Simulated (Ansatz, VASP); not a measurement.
**Sn: VASP beside Ansatz**

The input INCAR:

```
SYSTEM = Sn
PREC = Accurate
ENCUT = 520
EDIFF = 1E-7
ISMEAR = 0
SIGMA = 0.15
LREAL = .False.
LASPH = .True.
NELM = 60
ALGO = Fast
ISIF = 2
LWAVE = .False.
LCHARG = .True.
LELF = .True.
LVHAR = .True.
NBANDS = 21
```

The input KPOINTS:

```
regular mesh
0
Gamma
  12 12 12
  0 0 0
```

POSCAR

```
Sn
1.0
    0.0000000000      3.2131440000      3.2456000000
    3.2456000000      0.0000000000      3.2456000000
    3.2456000000      3.2131440000      0.0000000000
Sn
2
Direct
    0.5000000000      0.5000000000      0.5000000000
    0.7500000000      0.7500000000      0.7500000000
```

Input for Ansatz:

```yaml
crystal:
  lattice:
    - [0.0, 3.213144, 3.2456]
    - [3.2456, 0.0, 3.2456]
    - [3.2456, 3.213144, 0.0]
  atoms:
    - { symbol: Sn, position: [0.5, 0.5, 0.5] }
    - { symbol: Sn, position: [0.75, 0.75, 0.75] }
basis:
  ecutwfc: 420
kpoints:
  mp_grid: { grid: [12, 12, 12] }
hamiltonian:
  xc: lda
scf:
  occupations: { method: gaussian, width: 0.15 }
output:
  forces: true
  stress: true
  eigenvalues: true
```

Change from the starting cell: strain -0.0100 x Voigt [0, 1, 0, 0, 0, 0], atoms carried along.

Alike in both runs: task single point; functional LDA; k mesh 12 × 12 × 12; occupations gaussian, width 0.15 eV; no spin polarisation.

|  | VASP | Ansatz |
| --- | --- | --- |
| version | VASP 6.6.1 | Ansatz 0.2.0 |
| potentials or method | VASP PAW LDA potentials, release 64 (Sn_d), cutoff 520 eV | scalar-relativistic, plane waves, PAW |
| valence electrons in the cell | 28 | 28 |

|  | VASP | Ansatz | Ansatz less VASP |
| --- | --- | --- | --- |
| gap on the k mesh at the Fermi level (eV) | none | none | - |
| pressure (GPa) | 0.1 | 0.1 | 0.00 |
| traceless stress, the component that is largest in VASP (GPa) | 0.21 | 0.21 | -0.002 |

LDA's correlation is that of Perdew and Zunger in VASP and of Perdew and Wang (1992) in Ansatz. A gap of «none» marks a metal or a gap that the smearing closes.
